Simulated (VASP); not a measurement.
MoS2: single point with PBE+D3(BJ)

The system is MoS2.

```
Mo S
1.0
     2.93843    0.00000    0.00000
    -1.46922    2.54476    0.00000
     0.00000    0.00000    6.71726
Mo S
1 2
Direct
  0.00000 0.00000 0.00000
  0.33333 0.66667 0.23579
  0.33333 0.66667 0.76421
```

| Item | Value |
| --- | --- |
| Program | VASP 6.6.1 |
| Task | single point |
| Functional | PBE |
| Dispersion | D3(BJ) |
| Potentials or basis | VASP PAW PBE potentials, release 64 (Mo_sv, S) |
| Cutoff | 500 eV |
| k mesh | 12 × 12 × 6 |
| Occupations | gaussian, width 0.05 eV |
| Spin | no spin polarisation |

- Pressure: 22.6 GPa
- Largest force: 1.338 eV/Å
- Band gap on the k mesh: 1.37 eV (least direct gap 2.20 eV)
- Dispersion energy per atom: -0.454 eV

Forces in eV/Å, atoms in the order of the input:
```
Mo   0.000  0.000  0.000
S    0.000  0.000  1.338
S    0.000  0.000 -1.338
```

Stress tensor (GPa, compression positive):
```
27.42  0.00  0.00
 0.00 27.42  0.00
 0.00  0.00 12.94
```

Levels at points of the mesh, in eV from the valence-band top:
| k point | band 11 | band 12 | band 13 | band 14 | band 15 | band 16 |
| --- | --- | --- | --- | --- | --- | --- |
| (0.00, 0.00, 0.00) | -1.36 | -1.10 | -1.10 | 3.50 | 3.50 | 3.62 |
| (0.50, 0.00, 0.00) | -2.19 | -1.08 | -0.50 | 3.09 | 3.24 | 4.47 |
| (0.00, 0.00, 0.50) | -1.11 | -1.11 | -0.30 | 3.44 | 3.44 | 3.70 |
| (0.50, 0.00, 0.50) | -2.93 | -0.56 | -0.43 | 3.26 | 3.54 | 3.75 |

Wall time 49 s on 1 thread of Intel Xeon 8259CL, on a shared host, peak memory 0.23 GiB.

Caveat: the cell stands under pressure; forces of over 1 eV/Å act on the atoms, so gaps and moduli don't describe the material at rest. A k mesh can miss the band edges.
